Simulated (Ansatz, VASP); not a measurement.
**Si5O in VASP and in Ansatz**

```
CELL_PARAMETERS angstrom
6.89711 0.00000 0.00000
-3.44856 5.97307 0.00000
0.00000 0.00000 2.45327
ATOMIC_POSITIONS crystal
Si 0.73148 0.00000 0.00000
Si 0.00000 0.73148 0.00000
Si 0.26852 0.26852 0.00000
Si 0.33333 0.66667 0.00000
Si 0.66667 0.33333 0.00000
O 0.00000 0.00000 0.00000
```

Alike in both runs: task relaxation of cell and atoms; functional PBE; k mesh 3 × 3 × 8; occupations gaussian, width 0.1 eV; no spin polarisation.

|  | VASP | Ansatz |
| --- | --- | --- |
| version | VASP 6.6.1 | Ansatz 0.2.0 |
| potentials or method | VASP PAW PBE potentials, release 64 (Si, O), cutoff 600 eV | scalar-relativistic, plane waves, PAW |
| valence electrons in the cell | 26 | 26 |

Ansatz gave:

```
gap on the k mesh at the Fermi level, each at its own relaxed structure (eV) : none
relaxed volume (Å³/atom)                                                     : 16.51
relaxed length of the cell vector where the two differ most in proportion (Å)              : 2.560
```

Question: Which values does VASP return?

Answer: gap on the k mesh at the Fermi level, each at its own relaxed structure (eV): none; relaxed volume (Å³/atom): 16.55; relaxed length of the cell vector where the two differ most in proportion (Å): 2.564.

A gap of «none» marks a metal or a gap that the smearing closes.
